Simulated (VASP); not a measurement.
# Rh (P6_3/mmc) in VASP: notebook

Rh is run at these levels: PBEsol; tasks: single point.

Everything below comes from runs of VASP 6.6.1. Logs are shortened: lines on timing, memory, paths and dates and some standing lists are left out, and cuts for length are marked.

### Step 1. The cell of the first run

The structure is hexagonal, space group P6_3/mmc (No. 194). Conventional cell: a = 2.608 Å, b = 2.608 Å, c = 4.329 Å, α = 90.00°, β = 90.00°, γ = 120.00°. Rh (site symmetry -6m2) has 12 Rh at 2.61 to 2.64 Å within 3.4 Å.

This isn't the form of Rh at room conditions, which is fcc.

### Step 2. Single point, PBEsol (strain -0.0300 x Voigt [1, 1, 0, 0, 0, 0])

INCAR

```
  PREC = Accurate
  ENCUT = 520
  EDIFF = 1E-6
  ISMEAR = 0
  SIGMA = 0.15
  LREAL = F
  LASPH = T
  NELM = 60
  ALGO = Fast
  ISIF = 2
  LWAVE = F
  LCHARG = F
  GGA = PS
  NBANDS = 22
```

KPOINTS

```
regular mesh
0
Gamma
  24 24 14
```

POSCAR

```
Rh
1.0
    2.6080740025      0.0000000000      0.0000000000
   -1.3040370012      2.2586583411      0.0000000000
    0.0000000000      0.0000000000      4.3290202437
Rh
2
Direct
    0.6666666667      0.3333333333      0.7500000000
    0.3333333333      0.6666666667      0.2500000000
```

Potentials or basis: VASP PAW PBE potentials, release 64 (Rh_pv).

Command:

```
> cat potpaw_PBE.64/Rh_pv/POTCAR > POTCAR
> mpirun -np 1 vasp_std > vasp.out
```

OUTCAR:

```text
PREC = Accurate
   ENCUT = 520
   EDIFF = 1E-6
   ISMEAR = 0
   LREAL = F
   LASPH = T
   NELM = 60
   ISIF = 2
   GGA = PS

 ion  position               nearest neighbor table
   1  0.667  0.333  0.750-   2 2.64   2 2.64   2 2.64   2 2.64   2 2.64   2 2.64
   2  0.333  0.667  0.250-   1 2.64   1 2.64   1 2.64   1 2.64   1 2.64   1 2.64

  LATTYP: Found a hexagonal cell.
 ALAT       =     2.6080740025
 C/A-ratio  =     1.6598533015

  Lattice vectors:

 A1 = (   2.6080740025,   0.0000000000,   0.0000000000)
 A2 = (  -1.3040370012,   2.2586583411,   0.0000000000)
 A3 = (   0.0000000000,   0.0000000000,   4.3290202437)

Analysis of symmetry for initial positions (statically):
=====================================================================
 Subroutine PRICEL returns:
 Original cell was already a primitive cell.

 Routine SETGRP: Setting up the symmetry group for a
 hexagonal supercell.

 Subroutine GETGRP returns: Found 24 space group operations
 (whereof 12 operations were pure point group operations)
 out of a pool of 24 trial point group operations.

The static configuration has the point symmetry D_3d.
 The point group associated with its full space group is D_6h.

Analysis of symmetry for dynamics (positions and initial velocities):
=====================================================================
 Subroutine PRICEL returns:
 Original cell was already a primitive cell.

 Routine SETGRP: Setting up the symmetry group for a
 hexagonal supercell.

 Subroutine GETGRP returns: Found 24 space group operations
 (whereof 12 operations were pure point group operations)
 out of a pool of 24 trial point group operations.

The dynamic configuration has the point symmetry D_3d.
 The point group associated with its full space group is D_6h.

 Subroutine INISYM returns: Found 24 space group operations
 (whereof 12 operations are pure point group operations),
 and found     1 'primitive' translations

----------------------------------------------------------------------------------------

                                     Primitive cell

  volume of cell :      25.5012

  direct lattice vectors                    reciprocal lattice vectors
     2.608074002  0.000000000  0.000000000     0.383424703  0.221370356  0.000000000
    -1.304037001  2.258658341  0.000000000     0.000000000  0.442740711  0.000000000
     0.000000000  0.000000000  4.329020244     0.000000000  0.000000000  0.230999151

  length of vectors
     2.608074002  2.608074002  4.329020244     0.442740711  0.442740711  0.230999151

  position of ions in fractional coordinates (direct lattice)
     0.666666667  0.333333333  0.750000000
     0.333333333  0.666666667  0.250000000

  ion indices of the primitive-cell ions
   primitive index   ion index
                 1           1
                 2           2

----------------------------------------------------------------------------------------

 KPOINTS: regular mesh

Automatic generation of k-mesh.
 Grid dimensions read from file:
 generate k-points for:   24   24   14

 Generating k-lattice:

  Cartesian coordinates                     Fractional coordinates (reciprocal lattice)
     0.015976029  0.009223765  0.000000000     0.041666667 -0.000000000  0.000000000
     0.000000000  0.018447530  0.000000000     0.000000000  0.041666667  0.000000000
     0.000000000  0.000000000  0.016499939     0.000000000  0.000000000  0.071428571

  Length of vectors
     0.018447530  0.018447530  0.016499939

  Shift w.r.t. Gamma in fractional coordinates (k-lattice)
     0.000000000  0.000000000  0.000000000

 Subroutine IBZKPT returns following result:
 ===========================================

 Found    488 irreducible k-points:

 Following reciprocal coordinates:
            Coordinates               Weight
  0.000000  0.000000  0.000000      1.000000
  0.041667 -0.000000  0.000000      6.000000
  0.083333 -0.000000  0.000000      6.000000
  0.125000  0.000000  0.000000      6.000000
  0.166667 -0.000000  0.000000      6.000000
  0.208333  0.000000  0.000000      6.000000
[... 16 lines left out ...]
  0.416667  0.041667  0.000000     12.000000
  0.458333  0.041667  0.000000     12.000000
 [... further k-points ...]
   k-points           NKPTS =    488   k-points in BZ     NKDIM =    488   number of bands    NBANDS=     22
   number of dos      NEDOS =    301   number of ions     NIONS =      2
   total plane-waves  NPLWV =  12800
   dimension x,y,z NGX =    20 NGY =   20 NGZ =   32
   dimension x,y,z NGXF=    40 NGYF=   40 NGZF=   64
   ions per type =               2
   NGX,Y,Z   is equivalent  to a cutoff of  12.75, 12.75, 12.29 a.u.
   NGXF,Y,Z  is equivalent  to a cutoff of  25.50, 25.50, 24.58 a.u.
 SYSTEM =  unknown system
   PREC   = accura    normal or accurate (medium, high low for compatibility)
   ISTART =      0    job   : 0-new  1-cont  2-samecut
   ICHARG =      2    charge: 1-file 2-atom 10-const
   ISPIN  =      1    spin polarized calculation?
   LNONCOLLINEAR =      F non collinear calculations
   LSORBIT =      F    spin-orbit coupling
   LASPH  =      T    aspherical Exc in radial PAW
   ENCUT  =  520.0 eV  38.22 Ry    6.18 a.u.   4.85  4.85  8.05*2*pi/ulx,y,z
   NELM   =     60;   NELMIN=  2; NELMDL= -5     # of ELM steps
   EDIFF  = 0.1E-05   stopping-criterion for ELM
   LREAL  =      F    real-space projection
   EDIFFG = 0.1E-04   stopping-criterion for IOM
   NSW    =      0    number of steps for IOM
   IBRION =     -1    ionic relax: 0-MD 1-quasi-New 2-CG
   NFREE  =      0    steps in history (QN), initial steepest desc. (CG)
   ISIF   =      2    stress and relaxation
   ISYM   =      2    0-nonsym 1-usesym 2-fastsym
   POTIM  = 0.5000    time-step for ionic-motion
   TEBEG  =    0.0;   TEEND  =   0.0 temperature during run
   PSTRESS=    0.0 pullay stress
   NELECT =      30.0000    total number of electrons
   NUPDOWN=      -1.0000    fix difference up-down
   EMIN   =  10.00;   EMAX   =-10.00  energy-range for DOS
   EFERMI =   0.00;   METHOD = LEGACY
   ISMEAR =     0;   SIGMA  =   0.15  broadening in eV -4-tet -1-fermi 0-gaus
   EFERMI_NEDOS =   21; number of points for ismear=-14 and -15
   IALGO  =     68    algorithm
   IMIX   =      4    mixing-type and parameters
     AMIX     =   0.40;   BMIX     =  1.00
     AMIX_MAG =   1.60;   BMIX_MAG =  1.00
  volume/ion in A,a.u.               =      12.75        86.05
  Fermi-wavevector in a.u.,A,eV,Ry     =   1.728205  3.265834 40.636413  2.986692
  Thomas-Fermi vector in A             =   2.803183
   LORBIT       =      0    0 simple, 1 ext, 2 COOP (PROOUT), +10 PAW based schemes
   GGA     = PS    functional components
   LHFCALC =     F    Hartree Fock is set to
   AEXX    =    0.0000 exact exchange contribution
   IVDW    =     0    specifies the selected vdW correction
   LEPSILON=     F    determine dielectric tensor
   LRPA    =     F    only Hartree local field effects (RPA)
 non-spin polarized calculation
 RMM-DIIS sequential band-by-band and
 Gauss-broadening in eV      SIGMA  =   0.15
  energy-cutoff  :      520.00
  volume of cell :       25.50
 maximum number of plane-waves:       702
 NGX is ok and might be reduce to    20
   NGX =  9   NGY =  9   NGZ = 17

 number of electron      30.0000009 magnetization

 Free energy of the ion-electron system (eV)
  ---------------------------------------------------
  ext. energy  EPLUGINS =         0.00000000
  ---------------------------------------------------
  free energy    TOTEN  =       -16.09991621 eV

  energy without entropy =      -16.06855838  energy(sigma->0) =      -16.08423730

 E-fermi :  13.2838     XC(G=0): -14.7071

 val. band max:       13.2835260648   @ k =   0.2917   0.2917   0.3571
 cond. band min:      13.2878611609   @ k =   0.0833   0.0833   0.5000
 fundamental gap:      0.0043350961
 Fermi energy:        13.2837875712

 k-point     1 :       0.0000    0.0000    0.0000
  band No.  band energies     occupation
      1     -34.1768      2.00000
      2     -33.3585      2.00000
      3     -33.3585      2.00000
      4     -33.2599      2.00000
      5     -33.2400      2.00000
      6     -33.2400      2.00000
[... 14 lines left out ...]
     21      31.0257      0.00000
     22      32.0885      0.00000

 k-point     2 :       0.0417   -0.0000    0.0000
  band No.  band energies     occupation
      1     -34.1716      2.00000
      2     -33.3719      2.00000
      3     -33.3627      2.00000
      4     -33.2616      2.00000
      5     -33.2537      2.00000
      6     -33.2422      2.00000
[... 14 lines left out ...]
     21      31.1150      0.00000
     22      32.1859      0.00000

 k-point     3 :       0.0833   -0.0000    0.0000
  band No.  band energies     occupation
      1     -34.1560      2.00000
      2     -33.4109      2.00000
      3     -33.3746      2.00000
      4     -33.2938      2.00000
      5     -33.2669      2.00000
      6     -33.2487      2.00000
[... 14 lines left out ...]
     21      31.3685      0.00000
     22      32.4336      0.00000

 k-point     4 :       0.1250    0.0000    0.0000
  band No.  band energies     occupation
      1     -34.1307      2.00000
      2     -33.4729      2.00000
      3     -33.3934      2.00000
      4     -33.3570      2.00000
      5     -33.2758      2.00000
      6     -33.2593      2.00000
[... 14 lines left out ...]
     21      31.7294      0.00000
     22      32.6415      0.00000

 k-point     5 :       0.1667   -0.0000    0.0000
  band No.  band energies     occupation
      1     -34.0966      2.00000
      2     -33.5537      2.00000
      3     -33.4382      2.00000
      4     -33.4174      2.00000
      5     -33.2884      2.00000
      6     -33.2734      2.00000
[... 417 lines left out ...]
 k-point    22 :       0.3750    0.0417    0.0000
  band No.  band energies     occupation
      1     -34.0519      2.00000
      2     -33.9192      2.00000
      3     -33.8258      2.00000
      4     -33.5668      2.00000
      5     -33.4233      2.00000
      6     -33.3749      2.00000
[... 14 lines left out ...]
     21      27.7534      0.00000
     22      28.4691      0.00000

 k-point    23 :       0.4167    0.0417    0.0000
  band No.  band energies     occupation
      1     -34.1014      2.00000
      2     -33.9645      2.00000
      3     -33.7860      2.00000
      4     -33.5815      2.00000
      5     -33.4495      2.00000
      6     -33.3848      2.00000
[... 14 lines left out ...]
     21      27.1813      0.00000
     22      28.0453      0.00000

 k-point    24 :       0.4583    0.0417    0.0000
  band No.  band energies     occupation
      1     -34.1270      2.00000
      2     -33.9879      2.00000
      3     -33.7625      2.00000
      4     -33.5890      2.00000
      5     -33.4660      2.00000
      6     -33.3900      2.00000
[... 14 lines left out ...]
     21      26.8687      0.00000
     22      27.7847      0.00000

 [... further k-points ...]

------------------------ aborting loop because EDIFF is reached ----------------------------------------

  FORCE on cell =-STRESS in cart. coord.  units (eV):
  Direction    XX          YY          ZZ          XY          YZ          ZX
  --------------------------------------------------------------------------------------
  -------------------------------------------------------------------------------------
  Total        3.8594831      3.8594831      2.2644121      0.0000000     -0.0000000      0.0000000
  in kB      242.4820873    242.4820873    142.2675923      0.0000000     -0.0000000      0.0000000
  external PRESSURE =     209.0772557 kB  Pullay stress =       0.0000000 kB

 VOLUME and BASIS-vectors are now :
 -----------------------------------------------------------------------------
  energy-cutoff  :      520.00
  volume of cell :       25.50
      direct lattice vectors                 reciprocal lattice vectors
     2.608074002  0.000000000  0.000000000     0.383424703  0.221370356  0.000000000
    -1.304037001  2.258658341  0.000000000     0.000000000  0.442740711  0.000000000
     0.000000000  0.000000000  4.329020244     0.000000000  0.000000000  0.230999151

 POSITION                                       TOTAL-FORCE (eV/Angst)
 -----------------------------------------------------------------------------------
      1.30404      0.75289      3.24677        -0.000000      0.000000      0.000000
     -0.00000      1.50577      1.08226         0.000000     -0.000000      0.000000
 -----------------------------------------------------------------------------------
    total drift:                               -0.000000      0.000000     -0.000000

  FREE ENERGIE OF THE ION-ELECTRON SYSTEM (eV)
  ---------------------------------------------------
  free  energy   TOTEN  =       -16.0999162127 eV

  energy  without entropy=      -16.0685583840  energy(sigma->0) =      -16.08423730
```

It took 3.1 min on 1 thread of Intel Xeon Platinum 8375C at 2.90GHz (Ice Lake), shared host; peak memory 0.3 GiB.

Results:

```
Free energy            : -16.0999 eV
Pressure               : 20.9 GPa
Band gap on the k mesh : zero (bands 15 and 16 overlap by 2.87 eV)
```

Stress tensor (GPa, compression positive):
```
24.25  0.00  0.00
 0.00 24.25  0.00
 0.00  0.00 14.23
```

Caveat: the cell differs from its parent crystal (strain -0.0300 x Voigt [1, 1, 0, 0, 0, 0]); the stress differs along the axes, from 14 to 24 GPa; the PAW data sets were made with another functional, which shifts forces and pressure a little.

### Step 3. Single point, PBEsol (strain -0.0150 x Voigt [1, 1, 0, 0, 0, 0])

INCAR

```
SYSTEM = Rh
  ALGO = Fast
  EDIFF = 1E-6
  ENCUT = 520
  GGA = PS
  ISIF = 2
  ISMEAR = 0
  LASPH = .TRUE.
  LCHARG = .FALSE.
  LREAL = .FALSE.
  LWAVE = .FALSE.
  NBANDS = 22
  NELM = 60
  PREC = Accurate
  SIGMA = 0.15
```

KPOINTS

```
k-points
0
G
  24 24 14
  0 0 0
```

POSCAR

```
Rh
1.0
    2.6484050437      0.0000000000      0.0000000000
   -1.3242025219      2.2935860474      0.0000000000
    0.0000000000      0.0000000000      4.3290202437
Rh
2
Direct
    0.6666666667      0.3333333333      0.7500000000
    0.3333333333      0.6666666667      0.2500000000
```

Potentials or basis: VASP PAW PBE potentials, release 64 (Rh_pv).

Command:

```
> cat potpaw_PBE.64/Rh_pv/POTCAR > POTCAR
> mpirun -np 1 vasp_std > vasp.out
```

OUTCAR:

```text
SYSTEM = Rh
   EDIFF = 1E-6
   ENCUT = 520
   GGA = PS
   ISIF = 2
   ISMEAR = 0
   LASPH = .TRUE.
   LREAL = .FALSE.
   NELM = 60
   PREC = Accurate

 ion  position               nearest neighbor table
   1  0.667  0.333  0.750-   2 2.65   2 2.65   2 2.65   2 2.65   2 2.65   2 2.65
   2  0.333  0.667  0.250-   1 2.65   1 2.65   1 2.65   1 2.65   1 2.65   1 2.65

  LATTYP: Found a hexagonal cell.
 ALAT       =     2.6484050437
 C/A-ratio  =     1.6345763478

  Lattice vectors:

 A1 = (   2.6484050437,   0.0000000000,   0.0000000000)
 A2 = (  -1.3242025219,   2.2935860474,   0.0000000000)
 A3 = (   0.0000000000,   0.0000000000,   4.3290202437)

Analysis of symmetry for initial positions (statically):
=====================================================================
 Subroutine PRICEL returns:
 Original cell was already a primitive cell.

 Routine SETGRP: Setting up the symmetry group for a
 hexagonal supercell.

 Subroutine GETGRP returns: Found 24 space group operations
 (whereof 12 operations were pure point group operations)
 out of a pool of 24 trial point group operations.

The static configuration has the point symmetry D_3d.
 The point group associated with its full space group is D_6h.
[... 161 lines left out ...]

  energy without entropy =      -16.15336638  energy(sigma->0) =      -16.16998003

 E-fermi :  12.6940     XC(G=0): -14.5062

 val. band max:       12.6923221311   @ k =   0.3333   0.0417   0.4286
 cond. band min:      12.6952022017   @ k =   0.1250   0.1250   0.3571
 fundamental gap:      0.0028800706
 Fermi energy:        12.6939895774

 k-point     1 :       0.0000    0.0000    0.0000
  band No.  band energies     occupation
      1     -34.6615      2.00000
      2     -33.9078      2.00000
      3     -33.9078      2.00000
      4     -33.8042      2.00000
      5     -33.7906      2.00000
      6     -33.7906      2.00000
[... 589 lines left out ...]
     21      25.8885      0.00000
     22      27.1290      0.00000

 [... further k-points ...]

------------------------ aborting loop because EDIFF is reached ----------------------------------------

  FORCE on cell =-STRESS in cart. coord.  units (eV):
  Direction    XX          YY          ZZ          XY          YZ          ZX
  --------------------------------------------------------------------------------------
  -------------------------------------------------------------------------------------
  Total        1.7840392      1.7840392      1.1349507     -0.0000000      0.0000000     -0.0000000
  in kB      108.6990927    108.6990927     69.1510080     -0.0000000      0.0000000     -0.0000000
  external PRESSURE =      95.5163978 kB  Pullay stress =       0.0000000 kB

 VOLUME and BASIS-vectors are now :
 -----------------------------------------------------------------------------
  energy-cutoff  :      520.00
  volume of cell :       26.30
      direct lattice vectors                 reciprocal lattice vectors
     2.648405044  0.000000000  0.000000000     0.377585748  0.217999233  0.000000000
    -1.324202522  2.293586047  0.000000000     0.000000000  0.435998467  0.000000000
     0.000000000  0.000000000  4.329020244     0.000000000  0.000000000  0.230999151

 POSITION                                       TOTAL-FORCE (eV/Angst)
 -----------------------------------------------------------------------------------
      1.32420      0.76453      3.24677         0.000000      0.000000      0.000000
     -0.00000      1.52906      1.08226        -0.000000     -0.000000      0.000000
 -----------------------------------------------------------------------------------
    total drift:                                0.000000     -0.000000      0.000000

  FREE ENERGIE OF THE ION-ELECTRON SYSTEM (eV)
  ---------------------------------------------------
  free  energy   TOTEN  =       -16.1865936786 eV

  energy  without entropy=      -16.1533663841  energy(sigma->0) =      -16.16998003
```

OSZICAR:

```text
N       E                     dE             d eps       ncg     rms          rms(c)
DAV:   1     0.326722600096E+03    0.32672E+03   -0.18965E+04 21544   0.160E+03
DAV:   2    -0.100599606551E+02   -0.33678E+03   -0.32461E+03 22336   0.478E+02
DAV:   3    -0.173503155607E+02   -0.72904E+01   -0.72522E+01 25294   0.791E+01
DAV:   4    -0.173976659796E+02   -0.47350E-01   -0.47346E-01 23990   0.643E+00
DAV:   5    -0.173983955903E+02   -0.72961E-03   -0.72960E-03 25468   0.820E-01    0.177E+01
RMM:   6    -0.162422635256E+02    0.11561E+01   -0.24580E+00 22175   0.134E+01    0.606E+00
RMM:   7    -0.161953308090E+02    0.46933E-01   -0.14393E-01 22787   0.309E+00    0.233E+00
RMM:   8    -0.161881133032E+02    0.72175E-02   -0.30633E-02 23677   0.173E+00    0.572E-01
RMM:   9    -0.161865563394E+02    0.15570E-02   -0.36680E-03 25408   0.582E-01    0.203E-02
RMM:  10    -0.161865934864E+02   -0.37147E-04   -0.39610E-04 25499   0.208E-01    0.187E-02
RMM:  11    -0.161865943578E+02   -0.87144E-06   -0.30816E-05 26729   0.576E-02    0.811E-03
RMM:  12    -0.161865933167E+02    0.10411E-05   -0.79496E-06 25808   0.260E-02    0.223E-03
RMM:  13    -0.161865936786E+02   -0.36190E-06   -0.20255E-06 16913   0.126E-02
   1 F= -.16186594E+02 E0= -.16169980E+02  d E =-.332273E-01
```

Wall time 2.8 min (1 thread of Intel Xeon Platinum 8375C at 2.90GHz (Ice Lake), shared host); peak memory 0.32 GiB.

Results:

```
Free energy            : -16.1866 eV
Pressure               : 9.6 GPa
Band gap on the k mesh : zero (bands 15 and 16 overlap by 2.66 eV)
```

Levels at points of the mesh, in eV from the Fermi level:
```
           k point  band 13  band 14  band 15  band 16  band 17  band 18
(0.00, 0.00, 0.00)    -2.72    -1.98    -1.98     0.16     0.16     0.48
(0.50, 0.00, 0.00)    -2.31     0.53     0.66     0.85     3.18     5.38
(0.00, 0.00, 0.50)    -3.36    -3.36    -0.46    -0.46    -0.46    -0.46
(0.50, 0.00, 0.50)    -0.36    -0.36     0.72     0.72     2.71     2.71
```

Caveat: the cell differs from its parent crystal (strain -0.0150 x Voigt [1, 1, 0, 0, 0, 0]); the cell stands under pressure; the PAW data sets were made with another functional, which shifts forces and pressure a little.

(Part 1 of 2 ends here.)
